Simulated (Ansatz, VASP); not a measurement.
K2S in VASP and in Ansatz

```
CELL_PARAMETERS angstrom
0.00000 3.66791 3.66791
3.66791 0.00000 3.66791
3.66791 3.66791 0.00000
ATOMIC_POSITIONS crystal
K 0.25000 0.25000 0.25000
K 0.75000 0.75000 0.75000
S 0.00000 0.00000 0.00000
```

Alike in both runs: functional PBEsol; k mesh 10 × 10 × 10; occupations fermi-dirac, width 0.1 eV; no spin polarisation.

Ansatz relaxed the structure, and its values are those at the end. VASP's run is a single point on that final structure, the one shown.

|  | VASP | Ansatz |
| --- | --- | --- |
| version | VASP 6.6.1 | Ansatz 0.2.0 |
| potentials or method | VASP PAW PBE potentials, release 64 (K_sv, S) | PAW with Ansatz's default frozen-core files, scalar-relativistic |
| plane-wave cutoff (eV) | 500 | 420 |
| valence electrons in the cell | 24 | 24 |

Ansatz gave:

```
pressure (GPa) : 0.0
```

Which values does VASP return?

Pressure (GPa): 0.1.

VASP's potentials were made for PBE, not for PBEsol.
